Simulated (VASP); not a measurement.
The system is Al.

```
Al
1.0
     1.42463   -2.51413    0.00000
     1.42463    2.51413    0.00000
     0.00000    0.00000    4.64350
Al
2
Cartesian
  1.4246 0.8380 3.4826
  1.4246 -0.8380 1.1609
```

* Program: VASP 6.6.1
* Task: relaxation of cell and atoms
* Functional: PBE
* Potentials or basis: VASP PAW PBE potentials, release 64 (Al)
* Cutoff: 600 eV
* k mesh: 22 × 22 × 12
* Occupations: gaussian, width 0.1 eV
* Spin: no spin polarisation

At the start: pressure 0.1 GPa; volume 16.63 Å³/atom.

Problem. How do energy, volume and symmetry change on relaxing?

Solution. Over 9 steps the energy falls by 2.2 meV/atom; space group P6_3/mmc (No. 194, to 0.1 Å) before and after.

The path:
| step | energy change (eV) | largest force (eV/Å) | pressure (GPa) | volume (Å³) |
| --- | --- | --- | --- | --- |
| 1 | 0.0000 | 0.0030 | 0.06 | 33.26 |
| 2 | -0.0020 | 0.0015 | -0.03 | 33.29 |
| 3 | -0.0036 | 0.0003 | -0.12 | 33.33 |
| 4 | -0.0037 | 0.0002 | -0.13 | 33.34 |
| 5 | -0.0037 | 0.0002 | -0.13 | 33.34 |
| 6 | -0.0041 | 0.0001 | 0.05 | 33.25 |
| 7 | -0.0042 | 0.0006 | 0.21 | 33.18 |
| 8 | -0.0044 | 0.0012 | -0.05 | 33.30 |
| 9 | -0.0044 | 0.0011 | 0.01 | 33.27 |

Final structure:
```
Al
1.0
     1.42524   -2.46706    0.00000
     1.42524    2.46706    0.00000
     0.00000    0.00000    4.73123
Al
2
Direct
  0.33344 0.66656 0.75000
  0.66656 0.33344 0.25000
```
